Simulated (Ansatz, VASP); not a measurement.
**Mg: VASP beside Ansatz**

Contents of INCAR:

```
ALGO     = Normal         # electronic algorithm
EDIFF    = 1E-7           # SCF threshold, eV
ENCUT    = 520            # plane-wave cutoff, eV
GGA      = PE             # functional
ISIF     = 2              # what is computed and relaxed
ISMEAR   = -1             # smearing method
LASPH    = True           # aspherical terms in the spheres
LCHARG   = True           # write CHGCAR
LELF     = True           # ELF
LREAL    = False          # projectors in reciprocal space
LVHAR    = True         
LWAVE    = False          # write WAVECAR
NBANDS   = 12             # bands
NELM     = 60             # most SCF steps
PREC     = Accurate       # precision mode
SIGMA    = 0.1            # smearing width, eV
```

Contents of KPOINTS:

```
k-points
0
Gamma
  13 13 4
```

Contents of POSCAR:

```
Mg
1.0
    3.1091922671      0.0000000000      0.0000000000
   -1.5545961335      2.6926394886      0.0000000000
    0.0000000000      0.0000000000     10.1131792791
Mg
4
Direct
    0.0000000000      0.0000000000      1.0000000000
    1.0000000000      0.0000000000      0.5000000000
    0.3333333333      0.6666666667      0.2500000000
    0.6666666667      0.3333333333      0.7500000000
```

Input for Ansatz:

```yaml
crystal:
  lattice:
    - [3.1091922671, 0.0, 0.0]
    - [-1.5545961335, 2.6926394886, 0.0]
    - [0.0, 0.0, 10.1131792791]
  atoms:
    - { symbol: Mg, position: [0.0, 0.0, 1.0] }
    - { symbol: Mg, position: [1.0, 0.0, 0.5] }
    - { symbol: Mg, position: [0.3333333333, 0.6666666667, 0.25] }
    - { symbol: Mg, position: [0.6666666667, 0.3333333333, 0.75] }
hamiltonian:
  xc: pbe
  pseudopotentials:
    kind: paw
    azcp:
      Mg: "pseudopotentials/Mg.paw.azcp"
basis:
  ecutwfc: 420
  fft_grid_basis: typed
kpoints:
  mp_grid: { grid: [13, 13, 4], shift: [0, 0, 0] }
magnetization:
  spin_polarized: false
scf:
  occupations: { method: fermi_dirac, width: 0.1 }
  lower_state_search: "off"
output:
  stress: true
```

Alike in both runs: task single point; functional PBE; k mesh 13 × 13 × 4; occupations fermi-dirac, width 0.1 eV; no spin polarisation.

|  | VASP | Ansatz |
| --- | --- | --- |
| version | VASP 6.6.1 | Ansatz 0.2.0 |
| potentials or method | VASP PAW PBE potentials, release 64 (Mg), cutoff 520 eV | plane waves (420 eV) with PAW, scalar-relativistic |
| valence electrons in the cell | 8 | 40 |

```tsv
	VASP	Ansatz	Ansatz less VASP
pressure (GPa)	3.5	3.6	+0.12
traceless stress, the component that is largest in VASP (GPa)	-0.08	-0.08	+0.001
```

VASP's potentials hold 8 valence electrons a cell and Ansatz's 40, so a difference there can come from the potentials and not from the codes.
